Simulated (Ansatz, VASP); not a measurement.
## Ta4O: VASP beside Ansatz

INCAR

```
PREC = Accurate ; ENCUT = 600
EDIFF = 1E-6 ; ISMEAR = 0
SIGMA = 0.1 ; LREAL = False
LASPH = True ; NELM = 80
ALGO = Normal ; ISIF = 3
LWAVE = False ; LCHARG = False
GGA = PE ; IBRION = 2
NSW = 100 ; EDIFFG = -0.01
```

KPOINTS

```
regular mesh
0
Gamma
  8 8 8
```

The input POSCAR:

```
Ta4O
1.0
    4.3935136835      0.0000000000      0.0000000000
    0.0000000000      4.3935136835      0.0000000000
    0.0000000000      0.0000000000      4.3935136835
Ta O
4 1
Direct
    0.2636902031      0.7363097969      0.2636902031
    0.7363097969      0.2636902031      0.2636902031
    0.7363097969      0.7363097969      0.7363097969
    0.2636902031      0.2636902031      0.7363097969
    0.0000000000      0.0000000000      0.0000000000
```

Input for Ansatz:

```yaml
crystal:
  lattice:
    - [4.3935136835, 0.0, 0.0]
    - [0.0, 4.3935136835, 0.0]
    - [0.0, 0.0, 4.3935136835]
  atoms:
    - { symbol: Ta, position: [0.2636902031, 0.7363097969, 0.2636902031] }
    - { symbol: Ta, position: [0.7363097969, 0.2636902031, 0.2636902031] }
    - { symbol: Ta, position: [0.7363097969, 0.7363097969, 0.7363097969] }
    - { symbol: Ta, position: [0.2636902031, 0.2636902031, 0.7363097969] }
    - { symbol: O, position: [0.0, 0.0, 0.0] }
basis:
  ecutwfc: 420
kpoints:
  mp_grid: { grid: [8, 8, 8] }
hamiltonian:
  xc: pbe
scf:
  occupations: { method: gaussian, width: 0.1 }
output:
  forces: true
  stress: true
  eigenvalues: true
relax:
  adjacent_minimum: "off"
  f_tol: 0.01
  max_steps: 80
  cell: { stress_tol: 0.05 }
```

Alike in both runs: task relaxation of cell and atoms; functional PBE; k mesh 8 × 8 × 8; occupations gaussian, width 0.1 eV; no spin polarisation.

```csv
,VASP,Ansatz
version,VASP 6.6.1,Ansatz 0.2.0
potentials or method,"VASP PAW PBE potentials, release 64 (Ta_pv, O), cutoff 600 eV","scalar-relativistic, plane waves, PAW"
valence electrons in the cell,50,58
```

```csv
,VASP,Ansatz,Ansatz less VASP
"gap on the k mesh at the Fermi level, each at its own relaxed structure (eV)",none,none,-
relaxed volume (Å³/atom),16.98,16.97,-0.011
relaxed cell length with the largest relative difference (Å),4.395,4.394,-0.0010
```

A gap of «none» marks a metal or a gap that the smearing closes. VASP's potentials hold 50 valence electrons a cell and Ansatz's 58, so a difference there can come from the potentials and not from the codes.

Spin-orbit coupling is off throughout.
